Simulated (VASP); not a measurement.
# SiO2 (Cmmm) in VASP: a series of runs

The runs below take SiO2 through single point, with PBE.

All numbers are computed with VASP 6.6.1; they aren't measurements. Logs are shortened: lines on timing, memory, paths and dates and some standing lists are left out, and cuts for length are marked.

## (1) The cell of the first run

It takes space group Cmmm (No. 65, orthorhombic). Conventional cell: a = 5.324 Å, b = 12.301 Å, c = 4.716 Å, α = 90.00°, β = 90.00°, γ = 90.00°. Within 2.1 Å of Si (site symmetry m2m) lie 4 O at 1.60 to 1.61 Å. Si (site symmetry mmm) has 4 O at 1.61 Å within 2.1 Å. Within 2.1 Å of O (site symmetry 2/m) lie 2 Si at 1.60 Å. O (site symmetry m) has 2 Si at 1.61 Å within 2.1 Å.

## (2) Single point, PBE

The input, INCAR:

```
SYSTEM = SiO2
PREC = Accurate
ENCUT = 520
EDIFF = 1E-6
ISMEAR = 0
SIGMA = 0.1
LREAL = .False.
LASPH = .True.
NELM = 80
ALGO = Normal
ISIF = 2
LWAVE = .False.
LCHARG = .False.
GGA = PE
NBANDS = 34
```

The input, KPOINTS:

```
regular mesh
0
Gamma
  4 4 4
  0 0 0
```

The input, POSCAR:

```
SiO2
1.0
    2.6618758200     -6.1503037400      0.0000000000
    2.6618758200      6.1503037400      0.0000000000
    0.0000000000      0.0000000000      4.7164240300
Si O
3 6
Direct
    0.6780484600      0.3219515400      0.5000000000
    0.3219515400      0.6780484600      0.5000000000
    0.5000000000      0.5000000000      0.0000000000
    0.0000000000      0.5000000000      0.5000000000
    0.5000000000      0.0000000000      0.5000000000
    0.5890242300      0.4109757700      0.2500000000
    0.5890242300      0.4109757700      0.7500000000
    0.4109757700      0.5890242300      0.2500000000
    0.4109757700      0.5890242300      0.7500000000
```

Potentials or basis: VASP PAW PBE potentials, release 64 (Si, O).

Run with:

```bash
cat potpaw_PBE.64/Si/POTCAR potpaw_PBE.64/O/POTCAR > POTCAR
mpirun -np 1 vasp_std > vasp.out
```

OUTCAR:

```text
SYSTEM = SiO2
   PREC = Accurate
   ENCUT = 520
   EDIFF = 1E-6
   ISMEAR = 0
   LREAL = .False.
   LASPH = .True.
   NELM = 80
   ISIF = 2
   GGA = PE

 ion  position               nearest neighbor table
   1  0.678  0.322  0.500-   4 1.60   5 1.60   6 1.61   7 1.61
   2  0.322  0.678  0.500-   4 1.60   5 1.60   8 1.61   9 1.61
   3  0.500  0.500  0.000-   6 1.61   7 1.61   8 1.61   9 1.61
   4  0.000  0.500  0.500-   1 1.60   2 1.60
   5  0.500  0.000  0.500-   1 1.60   2 1.60
   6  0.589  0.411  0.250-   1 1.61   3 1.61
   7  0.589  0.411  0.750-   1 1.61   3 1.61
   8  0.411  0.589  0.250-   2 1.61   3 1.61
   9  0.411  0.589  0.750-   2 1.61   3 1.61

  LATTYP: Found a base centered orthorhombic cell.
 ALAT       =     5.3237516400
 B/A-ratio  =     2.3105148985
 C/A-ratio  =     0.8859211227

  Lattice vectors:

 A1 = (   2.6618758200,  -6.1503037400,   0.0000000000)
 A2 = (   2.6618758200,   6.1503037400,   0.0000000000)
 A3 = (   0.0000000000,   0.0000000000,   4.7164240300)

Analysis of symmetry for initial positions (statically):
=====================================================================
 Subroutine PRICEL returns:
 Original cell was already a primitive cell.

 Routine SETGRP: Setting up the symmetry group for a
 base centered orthorhombic supercell.

 Subroutine GETGRP returns: Found  8 space group operations
 (whereof  8 operations were pure point group operations)
 out of a pool of  8 trial point group operations.

The static configuration has the point symmetry D_2h.

Analysis of symmetry for dynamics (positions and initial velocities):
=====================================================================
 Subroutine PRICEL returns:
 Original cell was already a primitive cell.

 Routine SETGRP: Setting up the symmetry group for a
 base centered orthorhombic supercell.

 Subroutine GETGRP returns: Found  8 space group operations
 (whereof  8 operations were pure point group operations)
 out of a pool of  8 trial point group operations.

The dynamic configuration has the point symmetry D_2h.

 Subroutine INISYM returns: Found  8 space group operations
 (whereof  8 operations are pure point group operations),
 and found     1 'primitive' translations

----------------------------------------------------------------------------------------

                                     Primitive cell

  volume of cell :     154.4284

  direct lattice vectors                    reciprocal lattice vectors
     2.661875820 -6.150303740  0.000000000     0.187837463 -0.081296798  0.000000000
     2.661875820  6.150303740  0.000000000     0.187837463  0.081296798  0.000000000
     0.000000000  0.000000000  4.716424030     0.000000000  0.000000000  0.212025041

  length of vectors
     6.701628084  6.701628084  4.716424030     0.204675552  0.204675552  0.212025041

  position of ions in fractional coordinates (direct lattice)
     0.678048460  0.321951540  0.500000000
     0.321951540  0.678048460  0.500000000
     0.500000000  0.500000000  0.000000000
     0.000000000  0.500000000  0.500000000
     0.500000000  0.000000000  0.500000000
     0.589024230  0.410975770  0.250000000
     0.589024230  0.410975770  0.750000000
     0.410975770  0.589024230  0.250000000
     0.410975770  0.589024230  0.750000000

  ion indices of the primitive-cell ions
   primitive index   ion index
                 1           1
                 2           2
                 3           3
                 4           4
                 5           5
                 6           6
                 7           7
                 8           8
                 9           9

----------------------------------------------------------------------------------------

 KPOINTS: regular mesh

Automatic generation of k-mesh.
 Grid dimensions read from file:
 generate k-points for:    4    4    4

 Generating k-lattice:

  Cartesian coordinates                     Fractional coordinates (reciprocal lattice)
     0.046959366 -0.020324199  0.000000000     0.250000000  0.000000000  0.000000000
     0.046959366  0.020324199  0.000000000     0.000000000  0.250000000  0.000000000
     0.000000000  0.000000000  0.053006260     0.000000000  0.000000000  0.250000000

  Length of vectors
     0.051168888  0.051168888  0.053006260

  Shift w.r.t. Gamma in fractional coordinates (k-lattice)
     0.000000000  0.000000000  0.000000000

 Subroutine IBZKPT returns following result:
 ===========================================

 Found     21 irreducible k-points:

 Following reciprocal coordinates:
            Coordinates               Weight
  0.000000  0.000000  0.000000      1.000000
  0.250000 -0.000000  0.000000      4.000000
  0.500000 -0.000000  0.000000      2.000000
  0.250000  0.250000  0.000000      2.000000
  0.500000  0.250000  0.000000      4.000000
 -0.250000  0.250000  0.000000      2.000000
[... 13 lines left out ...]
 -0.250000  0.250000  0.500000      2.000000
  0.500000  0.500000  0.500000      1.000000
   k-points           NKPTS =     21   k-points in BZ     NKDIM =     21   number of bands    NBANDS=     34
   number of dos      NEDOS =    301   number of ions     NIONS =      9
   total plane-waves  NPLWV =  90000
   dimension x,y,z NGX =    50 NGY =   50 NGZ =   36
   dimension x,y,z NGXF=   100 NGYF=  100 NGZF=   72
   ions per type =               3   6
   NGX,Y,Z   is equivalent  to a cutoff of  12.40, 12.40, 12.69 a.u.
   NGXF,Y,Z  is equivalent  to a cutoff of  24.81, 24.81, 25.38 a.u.
 SYSTEM =  SiO2
   PREC   = accura    normal or accurate (medium, high low for compatibility)
   ISTART =      0    job   : 0-new  1-cont  2-samecut
   ICHARG =      2    charge: 1-file 2-atom 10-const
   ISPIN  =      1    spin polarized calculation?
   LNONCOLLINEAR =      F non collinear calculations
   LSORBIT =      F    spin-orbit coupling
   LASPH  =      T    aspherical Exc in radial PAW
   ENCUT  =  520.0 eV  38.22 Ry    6.18 a.u.  12.46 12.46  8.77*2*pi/ulx,y,z
   NELM   =     80;   NELMIN=  2; NELMDL= -5     # of ELM steps
   EDIFF  = 0.1E-05   stopping-criterion for ELM
   LREAL  =      F    real-space projection
   EDIFFG = 0.1E-04   stopping-criterion for IOM
   NSW    =      0    number of steps for IOM
   IBRION =     -1    ionic relax: 0-MD 1-quasi-New 2-CG
   NFREE  =      0    steps in history (QN), initial steepest desc. (CG)
   ISIF   =      2    stress and relaxation
   ISYM   =      2    0-nonsym 1-usesym 2-fastsym
   POTIM  = 0.5000    time-step for ionic-motion
   TEBEG  =    0.0;   TEEND  =   0.0 temperature during run
   PSTRESS=    0.0 pullay stress
   NELECT =      48.0000    total number of electrons
   NUPDOWN=      -1.0000    fix difference up-down
   EMIN   =  10.00;   EMAX   =-10.00  energy-range for DOS
   EFERMI =   0.00;   METHOD = LEGACY
   ISMEAR =     0;   SIGMA  =   0.10  broadening in eV -4-tet -1-fermi 0-gaus
   EFERMI_NEDOS =   21; number of points for ismear=-14 and -15
   IALGO  =     38    algorithm
   IMIX   =      4    mixing-type and parameters
     AMIX     =   0.40;   BMIX     =  1.00
     AMIX_MAG =   1.60;   BMIX_MAG =  1.00
  volume/ion in A,a.u.               =      17.16       115.79
  Fermi-wavevector in a.u.,A,eV,Ry     =   1.108952  2.095616 16.732106  1.229775
  Thomas-Fermi vector in A             =   2.245486
   LORBIT       =      0    0 simple, 1 ext, 2 COOP (PROOUT), +10 PAW based schemes
   GGA     = PE    functional components
   LHFCALC =     F    Hartree Fock is set to
   AEXX    =    0.0000 exact exchange contribution
   IVDW    =     0    specifies the selected vdW correction
   LEPSILON=     F    determine dielectric tensor
   LRPA    =     F    only Hartree local field effects (RPA)
 non-spin polarized calculation
 Gauss-broadening in eV      SIGMA  =   0.10
  energy-cutoff  :      520.00
  volume of cell :      154.43
 maximum number of plane-waves:      4195
 NGX is ok and might be reduce to    50
   NGX = 25   NGY = 25   NGZ = 17

 number of electron      47.9999990 magnetization

 Free energy of the ion-electron system (eV)
  ---------------------------------------------------
  ext. energy  EPLUGINS =         0.00000000
  ---------------------------------------------------
  free energy    TOTEN  =       -67.01722642 eV

  energy without entropy =      -67.01722642  energy(sigma->0) =      -67.01722642

 E-fermi :   1.7373     XC(G=0):  -7.3806

 val. band max:        1.2420828044   @ k =   0.5000   0.5000   0.0000
 cond. band min:       3.4209565408   @ k =   0.0000   0.0000   0.0000
 fundamental gap:      2.1788737365
 Fermi energy:         1.7372564528

 k-point     1 :       0.0000    0.0000    0.0000
  band No.  band energies     occupation
      1     -20.2809      2.00000
      2     -19.1107      2.00000
      3     -18.6360      2.00000
      4     -18.4577      2.00000
      5     -17.8274      2.00000
      6     -16.7323      2.00000
[... 26 lines left out ...]
     33      10.5911      0.00000
     34      10.8825      0.00000

 k-point     2 :       0.2500   -0.0000    0.0000
  band No.  band energies     occupation
      1     -20.1707      2.00000
      2     -19.2260      2.00000
      3     -18.8788      2.00000
      4     -18.2305      2.00000
      5     -17.8255      2.00000
      6     -16.7348      2.00000
[... 26 lines left out ...]
     33      10.1543      0.00000
     34      10.4642      0.00000

 k-point     3 :       0.5000   -0.0000    0.0000
  band No.  band energies     occupation
      1     -20.0016      2.00000
      2     -19.4510      2.00000
      3     -18.9516      2.00000
      4     -18.1225      2.00000
      5     -17.8235      2.00000
      6     -16.7373      2.00000
[... 26 lines left out ...]
     33      10.1241      0.00000
     34      10.3753      0.00000
[... 593 lines left out ...]
 k-point    20 :      -0.2500    0.2500    0.5000
  band No.  band energies     occupation
      1     -19.9397      2.00000
      2     -19.0889      2.00000
      3     -18.6445      2.00000
      4     -18.6338      2.00000
      5     -17.6126      2.00000
      6     -17.5773      2.00000
[... 26 lines left out ...]
     33      10.1219      0.00000
     34      11.1291      0.00000

 k-point    21 :       0.5000    0.5000    0.5000
  band No.  band energies     occupation
      1     -19.8826      2.00000
      2     -19.0862      2.00000
      3     -18.8308      2.00000
      4     -18.6338      2.00000
      5     -17.5823      2.00000
      6     -17.4514      2.00000
[... 26 lines left out ...]
     33      10.2786      0.00000
     34      11.1616      0.00000

------------------------ aborting loop because EDIFF is reached ----------------------------------------

  FORCE on cell =-STRESS in cart. coord.  units (eV):
  Direction    XX          YY          ZZ          XY          YZ          ZX
  --------------------------------------------------------------------------------------
  -------------------------------------------------------------------------------------
  Total        1.8857309      9.1863383     12.9599347      0.0000000      0.0000000      0.0000000
  in kB       19.5642460     95.3072247    134.4578621      0.0000000      0.0000000      0.0000000
  external PRESSURE =      83.1097776 kB  Pullay stress =       0.0000000 kB

 VOLUME and BASIS-vectors are now :
 -----------------------------------------------------------------------------
  energy-cutoff  :      520.00
  volume of cell :      154.43
      direct lattice vectors                 reciprocal lattice vectors
     2.661875820 -6.150303740  0.000000000     0.187837463 -0.081296798  0.000000000
     2.661875820  6.150303740  0.000000000     0.187837463  0.081296798  0.000000000
     0.000000000  0.000000000  4.716424030     0.000000000  0.000000000  0.212025041

 POSITION                                       TOTAL-FORCE (eV/Angst)
 -----------------------------------------------------------------------------------
      2.66188     -2.19010      2.35821        -0.000000      2.193407      0.000000
      2.66188      2.19010      2.35821        -0.000000     -2.193407      0.000000
      2.66188      0.00000      0.00000         0.000000      0.000000      0.000000
      1.33094      3.07515      2.35821        -0.000000      0.000000      0.000000
      1.33094     -3.07515      2.35821        -0.000000      0.000000      0.000000
      2.66188     -1.09505      1.17911        -0.000000     -2.716678     -0.535040
      2.66188     -1.09505      3.53732        -0.000000     -2.716678      0.535040
      2.66188      1.09505      1.17911        -0.000000      2.716678     -0.535040
      2.66188      1.09505      3.53732        -0.000000      2.716678      0.535040
 -----------------------------------------------------------------------------------
    total drift:                               -0.000000      0.000000      0.000000

  FREE ENERGIE OF THE ION-ELECTRON SYSTEM (eV)
  ---------------------------------------------------
  free  energy   TOTEN  =       -67.0172264175 eV

  energy  without entropy=      -67.0172264175  energy(sigma->0) =      -67.01722642
```

Run time: 2.3 min. Hardware: 1 thread of Intel Xeon Platinum 8488C (Sapphire Rapids), shared host; peak memory 0.31 GiB.

Results:

```
Free energy            : -67.0172 eV
Pressure               : 8.3 GPa
Largest force          : 2.769 eV/Å
Band gap on the k mesh : 2.18 eV, indirect (least direct gap 2.40 eV)
```

Forces in eV/Å, atoms in the order of the input:
```
Si   0.000  2.193  0.000
Si   0.000 -2.193  0.000
Si   0.000  0.000  0.000
O    0.000  0.000  0.000
O    0.000  0.000  0.000
O    0.000 -2.717 -0.535
O    0.000 -2.717  0.535
O    0.000  2.717 -0.535
O    0.000  2.717  0.535
```

Stress tensor (GPa, compression positive):
```
 1.96  0.00  0.00
 0.00  9.53  0.00
 0.00  0.00 13.45
```

Caveat: forces of over 1 eV/Å act on the atoms, so gaps and moduli don't describe the material at rest. A k mesh can miss the band edges.

## (3) Single point, PBE

This run uses another cell than the first one, of 17.79 Å³/atom, 1.037 times its volume.

The input, INCAR:

```
SYSTEM = SiO2
ALGO = Normal
EDIFF = 1E-6
ENCUT = 520
GGA = PE
ISIF = 2
ISMEAR = 0
LASPH = .True.
LCHARG = .False.
LREAL = .False.
LWAVE = .False.
NBANDS = 34
NELM = 60
PREC = Accurate
SIGMA = 0.1
```

The input, KPOINTS:

```
k-points
0
Gamma
  4 4 4
  0 0 0
```

The input, POSCAR:

```
SiO2
1.0
    2.6522458198     -6.0045603450      0.0000000000
    2.6522458198      6.0045603450      0.0000000000
    0.0000000000      0.0000000000      5.0278568930
Si O
3 6
Direct
    0.6729718866      0.3270281134      0.5000000000
    0.3270281134      0.6729718866      0.5000000000
    0.5000000000      0.5000000000      0.0000000000
    0.0000000000      0.5000000000      0.5000000000
    0.5000000000      0.0000000000      0.5000000000
    0.5989470384      0.4010529616      0.2311103221
    0.5989470384      0.4010529616      0.7688896779
    0.4010529616      0.5989470384      0.2311103221
    0.4010529616      0.5989470384      0.7688896779
```

Potentials or basis: VASP PAW PBE potentials, release 64 (Si, O).

Run with:

```bash
cat potpaw_PBE.64/Si/POTCAR potpaw_PBE.64/O/POTCAR > POTCAR
mpirun -np 1 vasp_std > vasp.out
```

Run time: 2.6 min. Hardware: 1 thread of Intel Xeon Platinum 8488C (Sapphire Rapids), shared host; peak memory 0.33 GiB.

The run converged. Its results:

```yaml
Free_energy: -68.1292 eV
Pressure: 0.1 GPa
Largest_force: 0.040 eV/Å
Band_gap_on_the_k_mesh: 2.70 eV, indirect (least direct gap 2.97 eV)
```

Forces in eV/Å, atoms in the order of the input:
```
Si   0.000  0.009  0.000
Si   0.000 -0.009  0.000
Si   0.000  0.000  0.000
O    0.000  0.000  0.000
O    0.000  0.000  0.000
O    0.000 -0.017  0.036
O    0.000 -0.017 -0.036
O    0.000  0.017  0.036
O    0.000  0.017 -0.036
```

Levels at points of the mesh, in eV from the valence-band top:
| k point | band 20 | band 21 | band 22 | band 23 | band 24 | band 25 | band 26 | band 27 | band 28 | band 29 |
| --- | --- | --- | --- | --- | --- | --- | --- | --- | --- | --- |
| (0.00, 0.00, 0.00) | -2.00 | -1.56 | -1.13 | -1.00 | -0.27 | 2.70 | 4.76 | 6.40 | 7.12 | 8.13 |
| (0.50, 0.00, 0.00) | -2.10 | -1.98 | -1.48 | -1.11 | -0.09 | 3.93 | 3.99 | 6.38 | 7.56 | 8.27 |
| (0.50, 0.50, 0.00) | -1.81 | -1.51 | -1.32 | -1.22 | 0.00 | 3.34 | 4.33 | 5.82 | 7.11 | 8.31 |
| (0.00, 0.00, 0.50) | -2.33 | -1.68 | -1.50 | -1.31 | -1.24 | 3.73 | 4.92 | 5.83 | 7.67 | 7.80 |
| (0.50, 0.00, 0.50) | -2.22 | -1.95 | -1.70 | -1.29 | -1.19 | 4.33 | 4.49 | 7.11 | 8.06 | 8.23 |
| (0.50, 0.50, 0.50) | -2.43 | -2.05 | -1.39 | -1.02 | -1.02 | 3.58 | 5.07 | 6.85 | 7.20 | 7.34 |

A k mesh can miss the band edges.
